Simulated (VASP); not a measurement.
Set up this calculation in VASP 6.6.1, as the native input.

```
Task                    : single point
Functional              : PBE
Potentials or basis     : VASP PAW PBE potentials, release 64 (In_d, P)
Cutoff                  : 520 eV
k mesh                  : 13 × 13 × 13
Occupations             : fermi-dirac, width 0.05 eV
Spin                    : no spin polarisation
Dipole correction       : no
k mesh for the DOS      : 20 × 20 × 20
Occupations for the DOS : tetrahedron
Further INCAR settings  : ALGO = Normal; EDIFF = 1e-06
```

The system is InP (rocksalt type).

```xyz
2
Lattice="0.0000 2.3868 2.3868 2.3868 0.0000 2.3868 2.3868 2.3868 0.0000" Properties=species:S:1:pos:R:3 pbc="T T T"
In    0.0000    0.0000    0.0000
P     2.3868    2.3868    2.3868
```

These files were run (other wordings do the same):

POSCAR

```
InP
1.0
    0.0000000000      2.3867954158      2.3867954158
    2.3867954158      0.0000000000      2.3867954158
    2.3867954158      2.3867954158      0.0000000000
In P
1 1
Direct
    0.0000000000      0.0000000000      0.0000000000
    0.5000000000      0.5000000000      0.5000000000
```

INCAR.step1

```
SYSTEM = InP
ALGO = Normal
EDIFF = 1E-6
ENCUT = 520
GGA = PE
ISIF = 2
ISMEAR = -1
LASPH = .TRUE.
LCHARG = .TRUE.
LREAL = .FALSE.
LWAVE = .FALSE.
NBANDS = 16
NELM = 100
PREC = Accurate
SIGMA = 0.05
```

KPOINTS.step1

```
k-points
0
G
  13 13 13
  0 0 0
```

INCAR.step2

```
SYSTEM = InP
ALGO = Normal
EDIFF = 1E-6
ENCUT = 520
GGA = PE
ICHARG = 11
ISIF = 2
ISMEAR = -5
LASPH = .TRUE.
LCHARG = .FALSE.
LORBIT = 11
LREAL = .FALSE.
LWAVE = .FALSE.
NEDOS = 1001
NELM = 100
PREC = Accurate
SIGMA = 0.05
```

KPOINTS.step2

```
k-points
0
G
  20 20 20
  0 0 0
```

Potentials or basis: VASP PAW PBE potentials, release 64 (In_d, P).

Run with:

```sh
$ cat potpaw_PBE.64/In_d/POTCAR potpaw_PBE.64/P/POTCAR > POTCAR
$ cp INCAR.step1 INCAR
$ cp KPOINTS.step1 KPOINTS
$ mpirun -np 1 vasp_std > vasp.out
$ cp INCAR.step2 INCAR
$ cp KPOINTS.step2 KPOINTS
$ mpirun -np 1 vasp_std > vasp.out
```

Results of the run:

```yaml
Valence_electrons_inside_the_program's_atomic_spheres: In 12.08; P 2.77
```

Wall time 110 s on 1 thread of Intel Xeon 8259CL (shared host), peak memory 0.23 GiB.
